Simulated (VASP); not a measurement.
## Na: single point with PBEsol

Na:

```
Na
1.0
    -1.79892    1.79892    2.59157
     1.79892   -1.79892    2.59157
     1.79892    1.79892   -2.59157
Na
1
Direct
  0.00000 0.00000 0.00000
```

This cell differs from its parent crystal: strained.

```json
{"Program": "VASP 6.6.1", "Task": "single point", "Functional": "PBEsol", "Potentials or basis": "VASP PAW PBE potentials, release 64 (Na_pv)", "Cutoff": "520 eV", "k mesh": "16 × 16 × 16", "Occupations": "gaussian, width 0.1 eV", "Spin": "no spin polarisation"}
```

```json
{
  "Pressure": "0.8 GPa"
}
```

Stress tensor (GPa, compression positive):
```
0.87 0.00 0.00
0.00 0.87 0.00
0.00 0.00 0.77
```

Levels at points of the mesh, in eV from the Fermi level:
```csv
k point,band 2,band 3,band 4,band 5,band 6,band 7
"(0.00, 0.00, 0.00)",-24.72,-24.72,-3.50,11.66,11.73,11.73
"(0.50, 0.00, 0.00)",-24.72,-24.72,0.55,1.07,10.53,10.81
"(0.50, 0.50, 0.00)",-24.74,-24.73,1.94,2.51,6.49,7.57
"(0.50, 0.50, 0.50)",-24.73,-24.73,1.73,2.32,6.66,7.79
```

Wall time 67 s on 1 thread of AMD EPYC 7R13 Processor (Zen 3), with other jobs on the host, peak memory 0.19 GiB.

Caveat: the cell differs from its parent crystal (strained); the PAW data sets were made with another functional, which shifts forces and pressure a little.
